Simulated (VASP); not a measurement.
Runs of VASP 6.6.1 on Pb. The structure is that of space group Fm-3m (No. 225), or close to it. The cells are those of the table. 

```tsv
cell	gap on the mesh (eV)	pressure (GPa)
a = 3.618 Å, angles 60.0°, 1 atom	none	-4.0
a = 3.484 Å, angles 60.0°, 1 atom	none	0.1
a = 3.437 Å, angles 60.0°, 1 atom	none	2.3
a = 3.339 Å, angles 60.0°, 1 atom	none	(a)
a = 3.530 Å, angles 60.0°, 1 atom	none	(b)
a = 3.574 Å, angles 60.0°, 1 atom	none	-2.9
a = 3.388 Å, angles 60.0°, 1 atom	none	5.1
```

Alike in all rows: task single point; level PBEsol; potentials or basis VASP PAW PBE potentials, release 64 (Pb_d); no spin polarisation; k mesh 18 × 18 × 18; cutoff (eV) 520; smearing fermi-dirac 0.1 eV.

Q: Estimate the missing entries.

A: (a) 8.5; (b) -1.6.

Caveats: the PAW data sets were made with another functional, which shifts forces and pressure a little; spin-orbit coupling is left out, which moves the levels of the heavy elements.

A k mesh can miss the band edges, and the runs leave out spin-orbit coupling on Pb.

A gap of «none» marks levels without a gap at the run's occupations.
